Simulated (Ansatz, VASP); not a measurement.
**One calculation of Sc4BP3, two programs**

```
CELL_PARAMETERS angstrom
5.24034 0.00000 0.00000
0.00000 5.24034 0.00000
0.00000 0.00000 5.24034
ATOMIC_POSITIONS crystal
Sc 0.50000 0.00000 0.00000
Sc 0.50000 0.50000 0.50000
Sc 0.00000 0.50000 0.00000
Sc 0.00000 0.00000 0.50000
B 0.00000 0.00000 0.00000
P 0.50000 0.00000 0.50000
P 0.50000 0.50000 0.00000
P 0.00000 0.50000 0.50000
```

Alike in both runs: functional PBE; k mesh 3 × 3 × 3; occupations gaussian, width 0.2 eV; no spin polarisation.

Ansatz relaxed the structure, and its values are those at the end. VASP's run is a single point on that final structure, the one shown.

```csv
,VASP,Ansatz
version,VASP 6.6.1,Ansatz 0.2.0
potentials or method,"VASP PAW PBE potentials, release 64 (Sc_sv, B, P), cutoff 520 eV","scalar-relativistic, plane waves, PAW"
valence electrons in the cell,62,62
```

VASP gave:

| Property | Result |
| --- | --- |
| gap on the k mesh at the Fermi level (eV) | none |
| pressure (GPa) | 0.1 |

Question: Which values does Ansatz return?

Answer: gap on the k mesh at the Fermi level (eV): none; pressure (GPa): -0.1.

A gap of «none» marks a metal or a gap that the smearing closes. The functional is the same, so the differences come from potentials, cutoffs and numerics.

The k mesh is coarse, so the values compare programs but aren't converged.
